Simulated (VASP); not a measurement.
# Li (Fm-3m) in VASP: further runs

Runs on Li. Level: PBE+D3(BJ). Tasks: single point.

Program: VASP 6.6.1. These are calculated values, not measurements. Logs are shortened: lines on timing, memory, paths and dates and some standing lists are left out, and cuts for length are marked.

**1. The cell of the first run**

The structure is cubic, space group Fm-3m (No. 225). Conventional cell: a = 4.177 Å, b = 4.177 Å, c = 4.177 Å, α = 90.00°, β = 90.00°, γ = 90.00°. Within 3.9 Å of Li (site symmetry m-3m) lie 12 Li at 2.95 Å.

**2. Single point, PBE+D3(BJ)**

Contents of INCAR:

```
  PREC = Accurate
  ENCUT = 520
  EDIFF = 1E-7
  ISMEAR = 0
  SIGMA = 0.15
  LREAL = F
  LASPH = T
  NELM = 100
  ALGO = Fast
  ISIF = 2
  LWAVE = F
  LCHARG = F
  GGA = PE
  IVDW = 12
  NBANDS = 8
```

Contents of KPOINTS:

```
Automatic mesh
0
Gamma
  14 14 14
```

Contents of POSCAR:

```
Li
1.0
    0.0000000000      2.0884826781      2.0884826781
    2.0884826781      0.0000000000      2.0884826781
    2.0884826781      2.0884826781      0.0000000000
Li
1
Direct
    0.0000000000      0.0000000000      0.0000000000
```

Potentials or basis: VASP PAW PBE potentials, release 64 (Li_sv).

Launch:

```
cat potpaw_PBE.64/Li_sv/POTCAR > POTCAR
mpirun -np 1 vasp_std > vasp.out
```

OUTCAR:

```text
PREC = Accurate
   ENCUT = 520
   EDIFF = 1E-7
   ISMEAR = 0
   LREAL = F
   LASPH = T
   NELM = 100
   ISIF = 2
   GGA = PE
   IVDW = 12
 IVDW          = 12

 ion  position               nearest neighbor table
   1  0.000  0.000  0.000-

  LATTYP: Found a face centered cubic cell.
 ALAT       =     4.1769653562

  Lattice vectors:

 A1 = (   0.0000000000,   2.0884826781,   2.0884826781)
 A2 = (   2.0884826781,   0.0000000000,   2.0884826781)
 A3 = (   2.0884826781,   2.0884826781,   0.0000000000)

Analysis of symmetry for initial positions (statically):
=====================================================================
 Subroutine PRICEL returns:
 Original cell was already a primitive cell.

 Routine SETGRP: Setting up the symmetry group for a
 face centered cubic supercell.

 Subroutine GETGRP returns: Found 48 space group operations
 (whereof 48 operations were pure point group operations)
 out of a pool of 48 trial point group operations.

The static configuration has the point symmetry O_h .

Analysis of symmetry for dynamics (positions and initial velocities):
=====================================================================
 Subroutine PRICEL returns:
 Original cell was already a primitive cell.

 Routine SETGRP: Setting up the symmetry group for a
 face centered cubic supercell.

 Subroutine GETGRP returns: Found 48 space group operations
 (whereof 48 operations were pure point group operations)
 out of a pool of 48 trial point group operations.

The dynamic configuration has the point symmetry O_h .

 Subroutine INISYM returns: Found 48 space group operations
 (whereof 48 operations are pure point group operations),
 and found     1 'primitive' translations

----------------------------------------------------------------------------------------

                                     Primitive cell

  volume of cell :      18.2189

  direct lattice vectors                    reciprocal lattice vectors
     0.000000000  2.088482678  2.088482678    -0.239408258  0.239408258  0.239408258
     2.088482678  0.000000000  2.088482678     0.239408258 -0.239408258  0.239408258
     2.088482678  2.088482678  0.000000000     0.239408258  0.239408258 -0.239408258

  length of vectors
     2.953560528  2.953560528  2.953560528     0.414667267  0.414667267  0.414667267

  position of ions in fractional coordinates (direct lattice)
     0.000000000  0.000000000  0.000000000

  ion indices of the primitive-cell ions
   primitive index   ion index
                 1           1

----------------------------------------------------------------------------------------

 KPOINTS: Automatic mesh

Automatic generation of k-mesh.
 Grid dimensions read from file:
 generate k-points for:   14   14   14

 Generating k-lattice:

  Cartesian coordinates                     Fractional coordinates (reciprocal lattice)
    -0.017100590  0.017100590  0.017100590     0.071428571  0.000000000  0.000000000
     0.017100590 -0.017100590  0.017100590     0.000000000  0.071428571  0.000000000
     0.017100590  0.017100590 -0.017100590     0.000000000  0.000000000  0.071428571

  Length of vectors
     0.029619090  0.029619090  0.029619090

  Shift w.r.t. Gamma in fractional coordinates (k-lattice)
     0.000000000  0.000000000  0.000000000

 Subroutine IBZKPT returns following result:
 ===========================================

 Found    104 irreducible k-points:

 Following reciprocal coordinates:
            Coordinates               Weight
  0.000000  0.000000  0.000000      1.000000
  0.071429  0.000000  0.000000      8.000000
  0.142857  0.000000  0.000000      8.000000
  0.214286  0.000000  0.000000      8.000000
  0.285714  0.000000  0.000000      8.000000
  0.357143  0.000000  0.000000      8.000000
[... 16 lines left out ...]
  0.214286  0.142857  0.000000     24.000000
  0.285714  0.142857  0.000000     24.000000
 [... further k-points ...]
   k-points           NKPTS =    104   k-points in BZ     NKDIM =    104   number of bands    NBANDS=      8
   number of dos      NEDOS =    301   number of ions     NIONS =      1
   total plane-waves  NPLWV =  13824
   dimension x,y,z NGX =    24 NGY =   24 NGZ =   24
   dimension x,y,z NGXF=    48 NGYF=   48 NGZF=   48
   ions per type =               1
   NGX,Y,Z   is equivalent  to a cutoff of  13.51, 13.51, 13.51 a.u.
   NGXF,Y,Z  is equivalent  to a cutoff of  27.02, 27.02, 27.02 a.u.
 SYSTEM =  unknown system
   PREC   = accura    normal or accurate (medium, high low for compatibility)
   ISTART =      0    job   : 0-new  1-cont  2-samecut
   ICHARG =      2    charge: 1-file 2-atom 10-const
   ISPIN  =      1    spin polarized calculation?
   LNONCOLLINEAR =      F non collinear calculations
   LSORBIT =      F    spin-orbit coupling
   LASPH  =      T    aspherical Exc in radial PAW
   ENCUT  =  520.0 eV  38.22 Ry    6.18 a.u.   5.49  5.49  5.49*2*pi/ulx,y,z
   NELM   =    100;   NELMIN=  2; NELMDL= -5     # of ELM steps
   EDIFF  = 0.1E-06   stopping-criterion for ELM
   LREAL  =      F    real-space projection
   EDIFFG = 0.1E-05   stopping-criterion for IOM
   NSW    =      0    number of steps for IOM
   IBRION =     -1    ionic relax: 0-MD 1-quasi-New 2-CG
   NFREE  =      0    steps in history (QN), initial steepest desc. (CG)
   ISIF   =      2    stress and relaxation
   ISYM   =      2    0-nonsym 1-usesym 2-fastsym
   POTIM  = 0.5000    time-step for ionic-motion
   TEBEG  =    0.0;   TEEND  =   0.0 temperature during run
   PSTRESS=    0.0 pullay stress
   NELECT =       3.0000    total number of electrons
   NUPDOWN=      -1.0000    fix difference up-down
   EMIN   =  10.00;   EMAX   =-10.00  energy-range for DOS
   EFERMI =   0.00;   METHOD = LEGACY
   ISMEAR =     0;   SIGMA  =   0.15  broadening in eV -4-tet -1-fermi 0-gaus
   EFERMI_NEDOS =   21; number of points for ismear=-14 and -15
   IALGO  =     68    algorithm
   IMIX   =      4    mixing-type and parameters
     AMIX     =   0.40;   BMIX     =  1.00
     AMIX_MAG =   1.60;   BMIX_MAG =  1.00
  volume/ion in A,a.u.               =      18.22       122.95
  Fermi-wavevector in a.u.,A,eV,Ry     =   0.897307  1.695664 10.954864  0.805160
  Thomas-Fermi vector in A             =   2.019875
   LORBIT       =      0    0 simple, 1 ext, 2 COOP (PROOUT), +10 PAW based schemes
   GGA     = PE    functional components
   LHFCALC =     F    Hartree Fock is set to
   AEXX    =    0.0000 exact exchange contribution
   IVDW    =    12    specifies the selected vdW correction
   LEPSILON=     F    determine dielectric tensor
   LRPA    =     F    only Hartree local field effects (RPA)
 non-spin polarized calculation
 RMM-DIIS sequential band-by-band and
 Gauss-broadening in eV      SIGMA  =   0.15
  energy-cutoff  :      520.00
  volume of cell :       18.22
 maximum number of plane-waves:       531
 NGX is ok and might be reduce to    24
   NGX = 11   NGY = 11   NGZ = 11

 number of electron       3.0000005 magnetization

 Free energy of the ion-electron system (eV)
  ---------------------------------------------------
  ext. energy  EPLUGINS =         0.00000000
  ---------------------------------------------------
  free energy    TOTEN  =        -1.90093465 eV

  energy without entropy =       -1.89677484  energy(sigma->0) =       -1.89885474

 E-fermi :   0.9038     XC(G=0):  -7.3092

 val. band max:        0.8727490228   @ k =   0.5000   0.0000   0.0000
 cond. band min:       0.9245922920   @ k =   0.5000   0.0714   0.0000
 fundamental gap:      0.0518432692
 Fermi energy:         0.9037592683

 k-point     1 :       0.0000    0.0000    0.0000
  band No.  band energies     occupation
      1     -45.4158      2.00000
      2      -2.7574      2.00000
      3      16.4116      0.00000
      4      16.4117      0.00000
      5      16.4117      0.00000
      6      20.4622      0.00000
      7      20.4622      0.00000
      8      20.4622      0.00000

 k-point     2 :       0.0714    0.0000    0.0000
  band No.  band energies     occupation
      1     -45.4144      2.00000
      2      -2.6629      2.00000
      3      15.3225      0.00000
      4      16.1822      0.00000
      5      16.1823      0.00000
      6      19.6904      0.00000
      7      20.8653      0.00000
      8      20.8653      0.00000

 k-point     3 :       0.1429    0.0000    0.0000
  band No.  band energies     occupation
      1     -45.4104      2.00000
      2      -2.3795      2.00000
      3      13.0644      0.00000
      4      15.7055      0.00000
      5      15.7055      0.00000
      6      19.7219      0.00000
      7      21.6539      0.00000
      8      21.6539      0.00000

 k-point     4 :       0.2143    0.0000    0.0000
  band No.  band energies     occupation
      1     -45.4048      2.00000
      2      -1.9079      2.00000
      3      10.6765      0.00000
      4      15.2409      0.00000
      5      15.2409      0.00000
      6      20.0761      0.00000
      7      21.4699      0.00000
      8      21.4699      0.00000

 k-point     5 :       0.2857    0.0000    0.0000
  band No.  band energies     occupation
      1     -45.3987      2.00000
      2      -1.2549      2.00000
      3       8.4482      0.00000
      4      14.8920      0.00000
      5      14.8921      0.00000
      6      20.1377      0.00000
      7      20.4342      0.00000
      8      20.4342      0.00000
[... 177 lines left out ...]
 k-point    22 :       0.1429    0.1429    0.0000
  band No.  band energies     occupation
      1     -45.4087      2.00000
      2      -2.2508      2.00000
      3      14.0062      0.00000
      4      14.0062      0.00000
      5      16.4025      0.00000
      6      16.6677      0.00000
      7      19.6366      0.00000
      8      23.8104      0.00000

 k-point    23 :       0.2143    0.1429    0.0000
  band No.  band energies     occupation
      1     -45.4046      2.00000
      2      -1.9008      2.00000
      3      12.3298      0.00000
      4      13.3514      0.00000
      5      16.1053      0.00000
      6      16.6939      0.00000
      7      18.3479      0.00000
      8      24.6763      0.00000

 k-point    24 :       0.2857    0.1429    0.0000
  band No.  band energies     occupation
      1     -45.3992      2.00000
      2      -1.3613      2.00000
      3      10.0913      0.00000
      4      12.9066      0.00000
      5      15.3317      0.00000
      6      16.5604      0.00000
      7      18.8477      0.00000
      8      24.2034      0.00000

 [... further k-points ...]

------------------------ aborting loop because EDIFF is reached ----------------------------------------

 Edisp (eV)   -0.18817

 E8    (eV) :    -0.0782

  FORCE on cell =-STRESS in cart. coord.  units (eV):
  Direction    XX          YY          ZZ          XY          YZ          ZX
  --------------------------------------------------------------------------------------
  -------------------------------------------------------------------------------------
  Total      -0.00809    -0.00809    -0.00809    -0.00000     0.00000    -0.00000
  in kB      -0.71109    -0.71109    -0.71109    -0.00000     0.00000    -0.00000
  external pressure =       -0.71 kB  Pullay stress =        0.00 kB

 VOLUME and BASIS-vectors are now :
 -----------------------------------------------------------------------------
  energy-cutoff  :      520.00
  volume of cell :       18.22
      direct lattice vectors                 reciprocal lattice vectors
     0.000000000  2.088482678  2.088482678    -0.239408258  0.239408258  0.239408258
     2.088482678  0.000000000  2.088482678     0.239408258 -0.239408258  0.239408258
     2.088482678  2.088482678  0.000000000     0.239408258  0.239408258 -0.239408258

 POSITION                                       TOTAL-FORCE (eV/Angst)
 -----------------------------------------------------------------------------------
      0.00000      0.00000      0.00000        -0.000000     -0.000000      0.000000
 -----------------------------------------------------------------------------------
    total drift:                                0.000000      0.000000     -0.000000

  FREE ENERGIE OF THE ION-ELECTRON SYSTEM (eV)
  ---------------------------------------------------
  free  energy   TOTEN  =        -2.0891003097 eV

  energy  without entropy=       -2.0849405007  energy(sigma->0) =       -2.08702041
```

Wall time 11 s (1 thread of Intel Xeon Platinum 8488C (Sapphire Rapids), shared host); peak memory 0.14 GiB.

Results:

```yaml
Free_energy: -2.0891 eV
Dispersion_energy_per_atom: -0.188 eV
```

Caveat: the cutoff is under 1.25 times the usual one of these potentials, so pressure, stress and relaxed cells hold a basis-set (Pulay) error; pairwise dispersion overbinds metals, which lowers pressure and volume.

**3. Single point, PBE+D3(BJ) (volume scaled by 0.88)**

Contents of INCAR:

```
PREC = Accurate
ENCUT = 520
EDIFF = 1E-6
ISMEAR = 0
SIGMA = 0.1
LREAL = F
LASPH = T
NELM = 80
ALGO = Normal
ISIF = 2
LWAVE = F
LCHARG = F
GGA = PE
IVDW = 12
NBANDS = 8
```

Contents of KPOINTS:

```
Automatic mesh
0
Gamma
  18 18 18
```

Contents of POSCAR:

```
Li
1.0
    0.0000000000      2.0013594749      2.0013594749
    2.0013594749      0.0000000000      2.0013594749
    2.0013594749      2.0013594749      0.0000000000
Li
1
Direct
    0.0000000000      0.0000000000      0.0000000000
```

Potentials or basis: VASP PAW PBE potentials, release 64 (Li_sv).

Launch:

```
cat potpaw_PBE.64/Li_sv/POTCAR > POTCAR
mpirun -np 1 vasp_std > vasp.out
```

Run time: 19 s. Hardware: 1 thread of AMD EPYC 7R43 (Zen 3), shared host; peak memory 0.11 GiB.

It converged, with:

```
Free energy                : -2.0705 eV
Dispersion energy per atom : -0.214 eV
```

Levels at points of the mesh, in eV from the Fermi level:
| k point | band 1 | band 2 | band 3 | band 4 | band 5 |
| --- | --- | --- | --- | --- | --- |
| (0.00, 0.00, 0.00) | -46.16 | -3.84 | 16.93 | 16.93 | 16.93 |
| (0.50, 0.00, 0.00) | -46.12 | -0.13 | 3.79 | 14.88 | 14.88 |
| (0.50, 0.50, 0.00) | -46.10 | 1.71 | 5.62 | 9.86 | 9.86 |

Caveat: the cutoff is under 1.25 times the usual one of these potentials, so pressure, stress and relaxed cells hold a basis-set (Pulay) error; pairwise dispersion overbinds metals, which lowers pressure and volume.
